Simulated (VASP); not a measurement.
A run of VASP 6.6.1:

The input INCAR:

```
  PREC = Accurate
  ENCUT = 520
  EDIFF = 1E-6
  ISMEAR = -1
  SIGMA = 0.1
  LREAL = False
  LASPH = True
  NELM = 80
  ALGO = Normal
  ISIF = 2
  LWAVE = False
  LCHARG = False
  GGA = B5
  ALDAX = 1.0
  AGGAX = 1.0
  AGGAC = 1.0
  ALDAC = 0.0
  NBANDS = 33
```

The input KPOINTS:

```
Automatic mesh
0
Gamma
  5 5 5
```

The input POSCAR:

```
Ca3BiP
1.0
    5.4174660000      0.0000000000      0.0000000000
    0.0000000000      5.4174660000      0.0000000000
    0.0000000000      0.0000000000      5.4174660000
Ca Bi P
3 1 1
Direct
    0.0000000000      0.5000000000      0.5000000000
    0.5000000000      0.0000000000      0.5000000000
    0.5000000000      0.5000000000      0.0000000000
    0.0000000000      0.0000000000      0.0000000000
    0.5000000000      0.5000000000      0.5000000000
```

Potentials or basis: VASP PAW PBE potentials, release 64 (Ca_sv, Bi_d, P).

Run with:

```console
$ cat potpaw_PBE.64/Ca_sv/POTCAR potpaw_PBE.64/Bi_d/POTCAR potpaw_PBE.64/P/POTCAR > POTCAR
$ mpirun -np 1 vasp_std > vasp.out
```

Hardware: 1 thread of Intel(R) Xeon(R) Platinum 8259CL CPU @ 2.50GHz (Skylake/Cascade Lake) (shared host).

Estimate the wall time of this run.

Run time: 69 s on 1 thread of Intel(R) Xeon(R) Platinum 8259CL CPU @ 2.50GHz (Skylake/Cascade Lake) (shared host), peak memory 0.26 GiB. Counts: scf iterations 14, k points 10.
